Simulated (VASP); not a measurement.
A run of VASP 6.6.1 is set up as follows.

Contents of INCAR:

```
PREC = Accurate
ENCUT = 400
EDIFF = 1E-6
ISMEAR = -1
SIGMA = 0.02
LREAL = Auto
LASPH = T
NELM = 200
ALGO = Normal
ISIF = 2
LWAVE = F
LCHARG = F
ISPIN = 2
MAGMOM = 0 0 0 0 0 0 0 0 0 0 0 0 0 0 0 0 0 0 0 0 0 0 0 0 0 0 0 0 0 0 0 0 0 0 0 0 0 0 0 0 0 0 0 0 0 0 0 0 0 0 0 0 0 0 0 0 0 0 0 0 0 0 0
LORBIT = 11
GGA = PE
IVDW = 12
NBANDS = 168
GGA_COMPAT = F
```

The input KPOINTS:

```
Automatic mesh
0
Gamma
  1 1 1
```

The input POSCAR:

```
Si62As
1.0
   10.8600000000      0.0000000000      0.0000000000
    0.0000000000     10.8600000000      0.0000000000
    0.0000000000      0.0000000000     10.8600000000
Si As
62 1
Direct
    0.5009525783      0.0000097606      0.0003136280
    0.6299068140      0.1241888582      0.1288888582
    0.7504604052      0.2505235727      0.0007461326
    0.8769280847      0.3790224678      0.1211637201
    0.7547506446     -0.0031008287      0.2556253223
    0.0000817680      0.0001036832     -0.0009202578
    0.1228538674      0.1252674033      0.1265287293
    0.2510782689      0.2488949355      0.0022731123
    0.3769558932      0.3743925414      0.1271392265
    0.4994258748      0.5001278085      0.0002893186
    0.6256693370      0.6228219153      0.1270450276
    0.7512007366      0.7478506446      0.0016704420
    0.8772092081      0.8752141805      0.1263910681
    0.2480745856      0.0007385820      0.2518033149
    0.3756024862      0.1254937385      0.3747882136
    0.5032952118      0.2491400552      0.2513543278
    0.6385212707      0.3613429098      0.3781362799
    0.7511243094      0.4972072744      0.2517273481
    0.8742721915      0.6252403315      0.3757260589
    0.4994384899      0.0001535912      0.5005267956
    0.6212475138      0.1248289134      0.6297441068
    0.7628874770      0.2328170350      0.5088378453
    0.8751008287      0.3753965009      0.6272769797
    0.7449075506      0.0003297422      0.7538054328
    0.8742000921      0.1252468692      0.8752373849
    0.0011074586      0.5051790055     -0.0060149171
    0.1257283610      0.6256745856      0.1253953959
    0.2474885820      0.7511220074     -0.0020771639
    0.3723489871      0.8769267956      0.1235241252
   -0.0006209945      0.2540743094      0.2456222836
    0.1228232965      0.3747848987      0.3743077348
    0.2501244015      0.4996510129      0.2499248619
    0.3812366483      0.6208887661      0.3741170350
    0.4981844383      0.7510800184      0.2459892265
    0.6238177716      0.8741958564      0.3753176796
    0.1203477901      0.1287520258      0.6213616943
    0.2481137201      0.2501588398      0.4977224678
    0.3730041436      0.3778152855      0.6232087477
    0.5074938306      0.4929709945      0.4974724678
    0.6241051565      0.6235702578      0.6263802947
    0.7470738490      0.7496290976      0.4995308471
    0.8653631676      0.8917154696      0.6122127072
    0.2467061694      0.0014618785      0.7458465930
    0.3751835175      0.1258970534      0.8743779926
    0.4963061694      0.2547074586      0.7494268877
    0.6249738490      0.3751242173      0.8762053407
    0.7491488950      0.5017007366      0.7512895948
    0.8777625230      0.6328699816      0.8677382136
    0.0001625230      0.7504033149      0.2517422652
    0.1292010129      0.8711989871      0.3744062615
   -0.0008904236      0.5000145488      0.5004760589
    0.1230081031      0.6281827808      0.6236349908
    0.2532072744      0.7467975138      0.4980529466
    0.3739513812      0.8750267956      0.6243661142
   -0.0005815838      0.2511649171      0.7508478821
    0.1285098527      0.3746975138      0.8763574586
    0.2477711786      0.5027458564      0.7491386740
    0.3744529466      0.6255702578      0.8753365562
    0.4984499079      0.7503205341      0.7497050645
    0.6249157459      0.8708009208      0.8785460405
   -0.0034839779      0.7639604052      0.7362433702
    0.1233534070      0.8762550645      0.8714374770
    0.9207357274      0.0622061694      0.4550883978
```

Potentials or basis: VASP PAW PBE potentials, release 64 (Si, As).

The run is started by

```sh
$ cat potpaw_PBE.64/Si/POTCAR potpaw_PBE.64/As/POTCAR > POTCAR
$ mpirun -np 1 vasp_gam > vasp.out
```

(1) What does it give for the dispersion energy per atom?

(2) Estimate the largest force.

## Answers

(1) -0.315 eV.

(2) 0.039 eV/Å.

Caveat: the k points lie up to 0.58 Å⁻¹ apart.
